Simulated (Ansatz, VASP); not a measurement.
# Two plane-wave programs on SnSe2

```
Sn Se
1.0
     3.84057    0.00000    0.00000
    -1.92028    3.32603    0.00000
     0.00000    0.00000    6.52330
Sn Se
1 2
Direct
  0.00000 0.00000 0.00000
  0.33333 0.66667 0.24127
  0.66667 0.33333 0.75873
```

Alike in both runs: functional r2SCAN; k mesh 12 × 12 × 6; occupations gaussian, width 0.02 eV; no spin polarisation.

Ansatz relaxed the structure, and its values are those at the end. VASP's run is a single point on that final structure, the one shown.

```csv
,VASP,Ansatz
version,VASP 6.6.1,Ansatz 0.2.0
potentials or method,"VASP PAW PBE potentials, release 64 (Sn_d, Se), cutoff 520 eV","scalar-relativistic, plane waves, PAW"
valence electrons in the cell,26,46
```

Ansatz gave:

| Property | Result |
| --- | --- |
| gap on the k mesh at the Fermi level (eV) | 1.02 |
| least direct gap on the mesh (eV) | 1.46 |
| pressure (GPa) | 0.0 |
| rms of the force components (eV/Å) | 0.000 |

Task: What did VASP give for the same quantities?

Result: gap on the k mesh at the Fermi level (eV): 1.02; least direct gap on the mesh (eV): 1.46; pressure (GPa): 0.1; rms of the force components (eV/Å): 0.006.

VASP's potentials were made for PBE, not for r2SCAN. The functional is the same, so the differences come from potentials, cutoffs and numerics. VASP's potentials hold 26 valence electrons a cell and Ansatz's 46, so a difference there can come from the potentials and not from the codes.
